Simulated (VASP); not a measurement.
MgS: single point with PBE

Crystal: MgS.

```
CELL_PARAMETERS angstrom
6.89026 0.00000 0.00000
0.00000 6.89026 0.00000
0.00000 0.00000 3.66324
ATOMIC_POSITIONS crystal
Mg 0.66352 0.66352 0.50000
Mg 0.16352 0.83648 0.25000
Mg 0.33648 0.33648 0.00000
Mg 0.83648 0.16352 0.75000
S 0.83093 0.83093 0.00000
S 0.33093 0.66907 0.75000
S 0.16907 0.16907 0.50000
S 0.66907 0.33093 0.25000
```

This cell differs from its parent crystal: volume scaled by 0.97, then relaxed in part.

* Program: VASP 6.6.1
* Task: single point
* Functional: PBE
* Potentials or basis: VASP PAW PBE potentials, release 64 (Mg, S)
* Cutoff: 520 eV
* k mesh: 4 × 4 × 6
* Occupations: gaussian, width 0.02 eV
* Spin: no spin polarisation

| Item | Value |
| --- | --- |
| Pressure | 1.6 GPa |
| Largest force | 0.013 eV/Å |
| Band gap on the k mesh | 2.99 eV, direct |

Forces on the atoms (eV/Å):
```
Mg  -0.001 -0.001  0.000
Mg  -0.001  0.001  0.000
Mg   0.001  0.001  0.000
Mg   0.001 -0.001  0.000
S    0.010  0.010  0.000
S    0.010 -0.010  0.000
S   -0.010 -0.010  0.000
S   -0.010  0.010  0.000
```

Levels at points of the mesh, in eV from the valence-band top:
| k point | band 14 | band 15 | band 16 | band 17 | band 18 | band 19 |
| --- | --- | --- | --- | --- | --- | --- |
| (0.00, 0.00, 0.00) | -0.17 | -0.15 | 0.00 | 2.99 | 4.98 | 4.98 |
| (0.50, 0.00, 0.00) | -0.36 | -0.13 | -0.13 | 4.40 | 4.40 | 4.94 |
| (0.50, 0.50, 0.00) | -0.23 | -0.12 | -0.12 | 4.33 | 4.33 | 4.83 |
| (0.00, 0.00, 0.50) | -0.91 | -0.65 | -0.65 | 3.60 | 3.60 | 5.00 |
| (0.50, 0.00, 0.50) | -0.89 | -0.42 | -0.42 | 4.16 | 4.16 | 4.71 |
| (0.50, 0.50, 0.50) | -0.80 | -0.80 | -0.80 | 4.37 | 4.37 | 4.37 |

It took 70 s on 1 thread of Intel(R) Xeon(R) Platinum 8559C (Emerald Rapids), with other jobs on the host, peak memory 0.3 GiB.
